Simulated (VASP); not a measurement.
A run of VASP 6.6.1:

INCAR

```
SYSTEM = Ga2GeO3
  PREC = Accurate
  ENCUT = 520
  EDIFF = 1E-6
  ISMEAR = 0
  SIGMA = 0.1
  LREAL = .FALSE.
  LASPH = .TRUE.
  NELM = 100
  ALGO = Normal
  ISIF = 2
  LWAVE = .FALSE.
  LCHARG = .TRUE.
  GGA = PE
  LELF = .TRUE.
  LVHAR = .TRUE.
  NBANDS = 38
```

KPOINTS

```
regular mesh
0
G
  12 12 4
  0 0 0
```

File POSCAR:

```
Ga2GeO3
1.0
    3.1111653418      0.0000000000      0.0000000000
    0.0000000000      3.1111653418      0.0000000000
    0.0000000000      0.0000000000     11.1696684025
Ga Ge O
2 1 3
Direct
    0.0000000000      0.0000000000      0.3929021441
    0.0000000000      0.0000000000      0.6070978559
    0.5000000000      0.5000000000      0.0000000000
    0.0000000000      0.0000000000      0.0000000000
    0.0000000000      0.0000000000      0.7572040506
    0.0000000000      0.0000000000      0.2427959494
```

Potentials or basis: VASP PAW PBE potentials, release 64 (Ga_d, Ge_d, O).

Command:

```sh
$ cat potpaw_PBE.64/Ga_d/POTCAR potpaw_PBE.64/Ge_d/POTCAR potpaw_PBE.64/O/POTCAR > POTCAR
$ mpirun -np 1 vasp_std > vasp.out
```

Hardware: 1 thread of Intel Xeon 8259CL, with other jobs on the host.

Problem. How long does it take, and how much memory?

Solution. Run time: 6.7 min on 1 thread of Intel Xeon 8259CL, on a shared host, peak memory 0.42 GiB. Counts: scf iterations 16, k points 84.
